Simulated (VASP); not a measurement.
# Re (Fm-3m) in VASP: further runs

The runs below take Re through relaxation of cell and atoms, single point, with LDA.

All numbers are computed with VASP 6.6.1; they aren't measurements. Logs are shortened: lines on timing, memory, paths and dates and some standing lists are left out, and cuts for length are marked.

### 1 The cell of the first run

The structure is cubic, space group Fm-3m (No. 225). The conventional cell has a = 3.856 Å, b = 3.856 Å, c = 3.856 Å, α = 90.00°, β = 90.00°, γ = 90.00°. Re (site symmetry m-3m) has 12 Re at 2.73 Å within 3.6 Å.

### 2 Relaxation of cell and atoms, LDA

INCAR

```
SYSTEM = Re
PREC     = Accurate       ! precision mode
ENCUT    = 600            ! plane-wave cutoff, eV
EDIFF    = 1E-6           ! SCF threshold, eV
ISMEAR   = -1             ! smearing method
SIGMA    = 0.05           ! smearing width, eV
LREAL    = .FALSE.        ! projectors in reciprocal space
LASPH    = .TRUE.         ! aspherical terms in the spheres
NELM     = 100            ! most SCF steps
ALGO     = Normal         ! electronic algorithm
ISIF     = 3              ! what is computed and relaxed
LWAVE    = .FALSE.        ! write WAVECAR
LCHARG   = .FALSE.        ! write CHGCAR
GGA      = CA             ! functional
IBRION   = 2              ! ionic algorithm
NSW      = 60             ! ionic steps
EDIFFG   = -0.005         ! ionic threshold
```

KPOINTS

```
Automatic mesh
0
G
  18 18 18
  0 0 0
```

POSCAR

```
Re
1.0
    0.0000000000      1.9280241441      1.9280241441
    1.9280241441      0.0000000000      1.9280241441
    1.9280241441      1.9280241441      0.0000000000
Re
1
Direct
    0.0000000000      0.0000000000      0.0000000000
```

Potentials or basis: VASP PAW LDA potentials, release 64 (Re).

On the command line:

```bash
$ cat potpaw_LDA.64/Re/POTCAR > POTCAR
$ mpirun -np 1 vasp_std > vasp.out
```

OUTCAR:

```text
SYSTEM = Re
   PREC = Accurate
   ENCUT = 600
   EDIFF = 1E-6
   ISMEAR = -1
   LREAL = .FALSE.
   LASPH = .TRUE.
   NELM = 100
   ISIF = 3
   GGA = CA
   IBRION = 2
   NSW = 60
   EDIFFG = -0.005

 ion  position               nearest neighbor table
   1  0.000  0.000  0.000-

  LATTYP: Found a face centered cubic cell.
 ALAT       =     3.8560482882

  Lattice vectors:

 A1 = (   0.0000000000,   1.9280241441,   1.9280241441)
 A2 = (   1.9280241441,   0.0000000000,   1.9280241441)
 A3 = (   1.9280241441,   1.9280241441,   0.0000000000)

Analysis of symmetry for initial positions (statically):
=====================================================================
 Subroutine PRICEL returns:
 Original cell was already a primitive cell.

 Routine SETGRP: Setting up the symmetry group for a
 face centered cubic supercell.

 Subroutine GETGRP returns: Found 48 space group operations
 (whereof 48 operations were pure point group operations)
 out of a pool of 48 trial point group operations.

The static configuration has the point symmetry O_h .

Analysis of symmetry for dynamics (positions and initial velocities):
=====================================================================
 Subroutine PRICEL returns:
 Original cell was already a primitive cell.

 Routine SETGRP: Setting up the symmetry group for a
 face centered cubic supercell.

 Subroutine GETGRP returns: Found 48 space group operations
 (whereof 48 operations were pure point group operations)
 out of a pool of 48 trial point group operations.

The dynamic configuration has the point symmetry O_h .

 Subroutine INISYM returns: Found 48 space group operations
 (whereof 48 operations are pure point group operations),
 and found     1 'primitive' translations

----------------------------------------------------------------------------------------

                                     Primitive cell

  volume of cell :      14.3340

  direct lattice vectors                    reciprocal lattice vectors
     0.000000000  1.928024144  1.928024144    -0.259332852  0.259332852  0.259332852
     1.928024144  0.000000000  1.928024144     0.259332852 -0.259332852  0.259332852
     1.928024144  1.928024144  0.000000000     0.259332852  0.259332852 -0.259332852

  length of vectors
     2.726637893  2.726637893  2.726637893     0.449177676  0.449177676  0.449177676

  position of ions in fractional coordinates (direct lattice)
     0.000000000  0.000000000  0.000000000

  ion indices of the primitive-cell ions
   primitive index   ion index
                 1           1

----------------------------------------------------------------------------------------

 KPOINTS: Automatic mesh

Automatic generation of k-mesh.
 Grid dimensions read from file:
 generate k-points for:   18   18   18

 Generating k-lattice:

  Cartesian coordinates                     Fractional coordinates (reciprocal lattice)
    -0.014407381  0.014407381  0.014407381     0.055555556  0.000000000  0.000000000
     0.014407381 -0.014407381  0.014407381     0.000000000  0.055555556  0.000000000
     0.014407381  0.014407381 -0.014407381     0.000000000  0.000000000  0.055555556

  Length of vectors
     0.024954315  0.024954315  0.024954315

  Shift w.r.t. Gamma in fractional coordinates (k-lattice)
     0.000000000  0.000000000  0.000000000

 Subroutine IBZKPT returns following result:
 ===========================================

 Found    195 irreducible k-points:

 Following reciprocal coordinates:
            Coordinates               Weight
  0.000000  0.000000  0.000000      1.000000
  0.055556  0.000000  0.000000      8.000000
  0.111111  0.000000  0.000000      8.000000
  0.166667  0.000000  0.000000      8.000000
  0.222222  0.000000  0.000000      8.000000
  0.277778  0.000000  0.000000      8.000000
[... 16 lines left out ...]
 -0.277778  0.055556  0.000000     24.000000
 -0.222222  0.055556  0.000000     24.000000
 [... further k-points ...]
   k-points           NKPTS =    195   k-points in BZ     NKDIM =    195   number of bands    NBANDS=      7
   number of dos      NEDOS =    301   number of ions     NIONS =      1
   total plane-waves  NPLWV =  13824
   dimension x,y,z NGX =    24 NGY =   24 NGZ =   24
   dimension x,y,z NGXF=    48 NGYF=   48 NGZF=   48
   ions per type =               1
   NGX,Y,Z   is equivalent  to a cutoff of  14.63, 14.63, 14.63 a.u.
   NGXF,Y,Z  is equivalent  to a cutoff of  29.27, 29.27, 29.27 a.u.
 SYSTEM =  Re
   PREC   = accura    normal or accurate (medium, high low for compatibility)
   ISTART =      0    job   : 0-new  1-cont  2-samecut
   ICHARG =      2    charge: 1-file 2-atom 10-const
   ISPIN  =      1    spin polarized calculation?
   LNONCOLLINEAR =      F non collinear calculations
   LSORBIT =      F    spin-orbit coupling
   LASPH  =      T    aspherical Exc in radial PAW
   ENCUT  =  600.0 eV  44.10 Ry    6.64 a.u.   5.45  5.45  5.45*2*pi/ulx,y,z
   NELM   =    100;   NELMIN=  2; NELMDL= -5     # of ELM steps
   EDIFF  = 0.1E-05   stopping-criterion for ELM
   LREAL  =      F    real-space projection
   EDIFFG = -.5E-02   stopping-criterion for IOM
   NSW    =     60    number of steps for IOM
   IBRION =      2    ionic relax: 0-MD 1-quasi-New 2-CG
   NFREE  =      1    steps in history (QN), initial steepest desc. (CG)
   ISIF   =      3    stress and relaxation
   ISYM   =      2    0-nonsym 1-usesym 2-fastsym
   POTIM  = 0.5000    time-step for ionic-motion
   TEBEG  =    0.0;   TEEND  =   0.0 temperature during run
   PSTRESS=    0.0 pullay stress
   NELECT =       7.0000    total number of electrons
   NUPDOWN=      -1.0000    fix difference up-down
   EMIN   =  10.00;   EMAX   =-10.00  energy-range for DOS
   EFERMI =   0.00;   METHOD = LEGACY
   ISMEAR =    -1;   SIGMA  =   0.05  broadening in eV -4-tet -1-fermi 0-gaus
   EFERMI_NEDOS =   21; number of points for ismear=-14 and -15
   IALGO  =     38    algorithm
   IMIX   =      4    mixing-type and parameters
     AMIX     =   0.40;   BMIX     =  1.00
     AMIX_MAG =   1.60;   BMIX_MAG =  1.00
  volume/ion in A,a.u.               =      14.33        96.73
  Fermi-wavevector in a.u.,A,eV,Ry     =   1.289194  2.436224 22.613181  1.662022
  Thomas-Fermi vector in A             =   2.421102
   LORBIT       =      0    0 simple, 1 ext, 2 COOP (PROOUT), +10 PAW based schemes
   GGA     = CA    functional components
   LHFCALC =     F    Hartree Fock is set to
   AEXX    =    0.0000 exact exchange contribution
   IVDW    =     0    specifies the selected vdW correction
   LEPSILON=     F    determine dielectric tensor
   LRPA    =     F    only Hartree local field effects (RPA)
 conjugate gradient relaxation of ions
 non-spin polarized calculation
  energy-cutoff  :      600.00
  volume of cell :       14.33
 maximum number of plane-waves:       531
 NGX is ok and might be reduce to    24
   NGX = 11   NGY = 11   NGZ = 11

--------------------------------------- Ionic step        1  -------------------------------------------

 number of electron       7.0000000 magnetization

 Free energy of the ion-electron system (eV)
  ---------------------------------------------------
  ext. energy  EPLUGINS =         0.00000000
  ---------------------------------------------------
  free energy    TOTEN  =       -13.69491662 eV

  energy without entropy =      -13.68769414  energy(sigma->0) =      -13.69130538

------------------------ aborting loop because EDIFF is reached ----------------------------------------

  FORCE on cell =-STRESS in cart. coord.  units (eV):
  Direction    XX          YY          ZZ          XY          YZ          ZX
  --------------------------------------------------------------------------------------
  -------------------------------------------------------------------------------------
  Total        0.2724101      0.2724101      0.2724101     -0.0000000      0.0000000      0.0000000
  in kB       30.4485291     30.4485291     30.4485291     -0.0000000      0.0000000      0.0000000
  external PRESSURE =      30.4485291 kB  Pullay stress =       0.0000000 kB

 VOLUME and BASIS-vectors are now :
 -----------------------------------------------------------------------------
  energy-cutoff  :      600.00
  volume of cell :       14.33
      direct lattice vectors                 reciprocal lattice vectors
     0.000000000  1.928024144  1.928024144    -0.259332852  0.259332852  0.259332852
     1.928024144  0.000000000  1.928024144     0.259332852 -0.259332852  0.259332852
     1.928024144  1.928024144  0.000000000     0.259332852  0.259332852 -0.259332852
[... 36 lines left out ...]
 POSITION                                       TOTAL-FORCE (eV/Angst)
 -----------------------------------------------------------------------------------
      0.00000      0.00000      0.00000        -0.000000      0.000000      0.000000
 -----------------------------------------------------------------------------------
    total drift:                               -0.000000      0.000000      0.000000

  FREE ENERGIE OF THE ION-ELECTRON SYSTEM (eV)
  ---------------------------------------------------
  free  energy   TOTEN  =       -13.6777660506 eV

  energy  without entropy=      -13.6700656543  energy(sigma->0) =      -13.67391585

--------------------------------------- Ionic step        3  -------------------------------------------

 number of electron       7.0000000 magnetization

 Free energy of the ion-electron system (eV)
  ---------------------------------------------------
  ext. energy  EPLUGINS =         0.00000000
  ---------------------------------------------------
  free energy    TOTEN  =       -13.69592614 eV

  energy without entropy =      -13.68860131  energy(sigma->0) =      -13.69226372

 E-fermi :   8.3554     XC(G=0): -13.9439

 val. band max:        8.3528341493   @ k =   0.5000   0.3889   0.0556
 cond. band min:       8.3591153804   @ k =  -0.3333   0.2778   0.0000
 fundamental gap:      0.0062812311
 Fermi energy:         8.3553736348

 k-point     1 :       0.0000    0.0000    0.0000
  band No.  band energies     occupation
      1      -1.8343      2.00000
      2       6.3672      2.00000
      3       6.3672      2.00000
      4       6.3672      2.00000
      5       9.6333      0.00000
      6       9.6333      0.00000
      7      22.3421      0.00000

 k-point     2 :       0.0556    0.0000    0.0000
  band No.  band energies     occupation
      1      -1.6865      2.00000
      2       6.2662      2.00000
      3       6.4373      2.00000
      4       6.4373      2.00000
      5       9.5753      0.00000
      6       9.5753      0.00000
      7      22.6316      0.00000
[... 201 lines left out ...]
 k-point    23 :      -0.2778    0.0556    0.0000
  band No.  band energies     occupation
      1       1.1066      2.00000
      2       5.7127      2.00000
      3       6.6324      2.00000
      4       6.7872      2.00000
      5       9.7961      0.00000
      6      10.9405      0.00000
      7      21.7390      0.00000

 k-point    24 :      -0.2222    0.0556    0.0000
  band No.  band energies     occupation
      1       0.5087      2.00000
      2       5.4188      2.00000
      3       6.8398      2.00000
      4       6.9733      2.00000
      5       9.1868      0.00000
      6      10.2760      0.00000
      7      22.8142      0.00000

 [... further k-points ...]
[... 5 lines left out ...]
  --------------------------------------------------------------------------------------
  -------------------------------------------------------------------------------------
  Total       -0.0037379     -0.0037379     -0.0037379     -0.0000000     -0.0000000      0.0000000
  in kB       -0.4146933     -0.4146933     -0.4146933     -0.0000000     -0.0000000      0.0000000
  external PRESSURE =      -0.4146933 kB  Pullay stress =       0.0000000 kB

 VOLUME and BASIS-vectors are now :
 -----------------------------------------------------------------------------
  energy-cutoff  :      600.00
  volume of cell :       14.44
      direct lattice vectors                 reciprocal lattice vectors
     0.000000000  1.932828595  1.932828595    -0.258688226  0.258688226  0.258688226
     1.932828595  0.000000000  1.932828595     0.258688226 -0.258688226  0.258688226
     1.932828595  1.932828595 -0.000000000     0.258688226  0.258688226 -0.258688226

 POSITION                                       TOTAL-FORCE (eV/Angst)
 -----------------------------------------------------------------------------------
      0.00000      0.00000      0.00000         0.000000     -0.000000      0.000000
 -----------------------------------------------------------------------------------
    total drift:                               -0.000000      0.000000     -0.000000

  FREE ENERGIE OF THE ION-ELECTRON SYSTEM (eV)
  ---------------------------------------------------
  free  energy   TOTEN  =       -13.6959261356 eV

  energy  without entropy=      -13.6886013104  energy(sigma->0) =      -13.69226372

 reached required accuracy - stopping structural energy minimisation
```

Run time: 14 s. Hardware: 1 thread of Intel Xeon 6975P-C (Granite Rapids), shared host; peak memory 0.15 GiB.

What came out:

* Free energy: -13.6959 eV
* Relaxed volume: 14.44 Å³/atom
* Relaxed cell: a = 2.733 Å, b = 2.733 Å, c = 2.733 Å, α = 60.00°, β = 60.00°, γ = 60.00°
* Space group after relaxing (to 0.05 Å): Fm-3m (No. 225)
* Energy gained by relaxing: 1.0 meV/atom
* Ionic steps: 3
* Pressure after relaxing: 0.0 GPa

Step by step:
```
step  energy change (eV)  largest force (eV/Å)  pressure (GPa)  volume (Å³)
   1              0.0000                0.0000            3.04        14.33
   2              0.0172                0.0000          -12.12        14.91
   3             -0.0010                0.0000           -0.04        14.44
```

Final structure:
```
CELL_PARAMETERS angstrom
0.00000 1.93283 1.93283
1.93283 0.00000 1.93283
1.93283 1.93283 0.00000
ATOMIC_POSITIONS crystal
Re 0.00000 0.00000 0.00000
```

Levels at points of the mesh, in eV from the Fermi level:
| k point | band 1 | band 2 | band 3 | band 4 | band 5 | band 6 | band 7 |
| --- | --- | --- | --- | --- | --- | --- | --- |
| (0.00, 0.00, 0.00) | -10.19 | -1.99 | -1.99 | -1.99 | 1.28 | 1.28 | 13.99 |
| (0.50, 0.00, 0.00) | -7.00 | -2.21 | -2.21 | 0.39 | 3.93 | 3.93 | 10.28 |
| (0.50, 0.50, 0.00) | -7.00 | -6.12 | 3.02 | 3.87 | 4.71 | 4.71 | 12.50 |

Caveat: spin-orbit coupling is left out, which moves the levels of the heavy elements.

### 3 Relaxation of cell and atoms, LDA

This run uses another cell than the first one, of 14.39 Å³/atom, 1.004 times its volume.

INCAR

```
SYSTEM = Re
PREC = Accurate ; ENCUT = 600
EDIFF = 1E-6 ; ISMEAR = -1
SIGMA = 0.05 ; LREAL = .False.
LASPH = .True. ; NELM = 60
ALGO = Normal ; ISIF = 3
LWAVE = .False. ; LCHARG = .False.
IBRION = 2 ; NSW = 45
EDIFFG = -0.005
```

KPOINTS

```
regular mesh
0
Gamma
  18 18 18
  0 0 0
```

POSCAR

```
Re
1.0
    0.0000000000      1.9303324817      1.9303324817
    1.9303324817      0.0000000000      1.9303324817
    1.9303324817      1.9303324817      0.0000000000
Re
1
Direct
    0.0000000000      0.0000000000      0.0000000000
```

Potentials or basis: VASP PAW LDA potentials, release 64 (Re).

On the command line:

```bash
$ cat potpaw_LDA.64/Re/POTCAR > POTCAR
$ mpirun -np 1 vasp_std > vasp.out
```

It took 14 s on 1 thread of Intel Xeon 6975P-C (Granite Rapids), shared host; peak memory 0.15 GiB.

The run converged. Its results:

| Property | Result |
| --- | --- |
| Free energy | -13.6959 eV |
| Relaxed volume | 14.44 Å³/atom |
| Relaxed cell | a = 2.733 Å, b = 2.733 Å, c = 2.733 Å, α = 60.00°, β = 60.00°, γ = 60.00° |
| Space group after relaxing (to 0.05 Å) | Fm-3m (No. 225) |
| Energy gained by relaxing | 0.3 meV/atom |
| Ionic steps | 3 |
| Pressure after relaxing | 0.0 GPa |

The path:
| step | energy change (eV) | largest force (eV/Å) | pressure (GPa) | volume (Å³) |
| --- | --- | --- | --- | --- |
| 1 | 0.0000 | 0.0000 | 1.54 | 14.39 |
| 2 | 0.0045 | 0.0000 | -6.38 | 14.68 |
| 3 | -0.0003 | 0.0000 | 0.00 | 14.44 |

Final structure:
```xyz
1
Lattice="0.0000 1.9328 1.9328 1.9328 0.0000 1.9328 1.9328 1.9328 0.0000" Properties=species:S:1:pos:R:3 pbc="T T T"
Re    0.0000    0.0000    0.0000
```

Levels at points of the mesh, in eV from the Fermi level:
```
           k point  band 2  band 3  band 4  band 5  band 6  band 7
(0.00, 0.00, 0.00)   -1.99   -1.99   -1.99    1.28    1.28   13.99
(0.50, 0.00, 0.00)   -2.21   -2.21    0.39    3.93    3.93   10.28
(0.50, 0.50, 0.00)   -6.12    3.02    3.87    4.71    4.71   12.50
```

Caveat: spin-orbit coupling is left out, which moves the levels of the heavy elements.

### 4 Single point, LDA

This run uses another cell than the first one, of 14.39 Å³/atom, 1.004 times its volume.

INCAR

```
  ALGO = Normal
  EDIFF = 1E-6
  ENCUT = 500
  GGA = CA
  GGA_COMPAT = F
  ISIF = 2
  ISMEAR = -1
  LASPH = T
  LCHARG = F
  LREAL = F
  LWAVE = F
  NBANDS = 14
  NELM = 120
  PREC = Accurate
  SIGMA = 0.05
```

KPOINTS

```
k-points
0
Gamma
  18 18 18
```

POSCAR is that of step 3.

Potentials or basis: VASP PAW LDA potentials, release 64 (Re_sv_GW).

On the command line:

```bash
$ cat potpaw_LDA.64/Re_sv_GW/POTCAR > POTCAR
$ mpirun -np 1 vasp_std > vasp.out
```

Run time: 22 s. Hardware: 1 thread of Intel Xeon Platinum 8259CL at 2.50GHz (Skylake/Cascade Lake), shared host; peak memory 0.15 GiB.

It converged, with:

```
Free energy : -15.3051 eV
Pressure    : -1.2 GPa
```

Levels at points of the mesh, in eV from the Fermi level:
| k point | band 6 | band 7 | band 8 | band 9 | band 10 | band 11 |
| --- | --- | --- | --- | --- | --- | --- |
| (0.00, 0.00, 0.00) | -1.99 | -1.99 | -1.99 | 1.30 | 1.30 | 13.11 |
| (0.50, 0.00, 0.00) | -2.22 | -2.22 | 0.40 | 3.97 | 3.97 | 10.34 |
| (0.50, 0.50, 0.00) | -6.14 | 3.03 | 3.91 | 4.76 | 4.76 | 12.25 |

Caveat: spin-orbit coupling is left out, which moves the levels of the heavy elements.

### 5 Summary

```csv
task,potentials or basis,cell,cutoff (eV),second run,gap on the mesh (eV),pressure (GPa),relaxed volume (Å³/atom)
relaxation of cell and atoms,"VASP PAW LDA potentials, release 64 (Re)","relaxed from a = 2.727 Å, angles 60.0°, 1 atom",600,-,none,0.0,14.44
relaxation of cell and atoms,"VASP PAW LDA potentials, release 64 (Re)","relaxed from a = 2.730 Å, angles 60.0°, 1 atom",600,-,none,0.0,14.44
single point,"VASP PAW LDA potentials, release 64 (Re_sv_GW)","a = 2.730 Å, angles 60.0°, 1 atom",500,valence_matched,none,-1.2,-
```

Alike in all rows: level LDA; no spin polarisation; k mesh 18 × 18 × 18; smearing fermi-dirac 0.05 eV.

Caveats: spin-orbit coupling is left out, which moves the levels of the heavy elements.

Absolute energies hang on the potentials; compare differences alone.
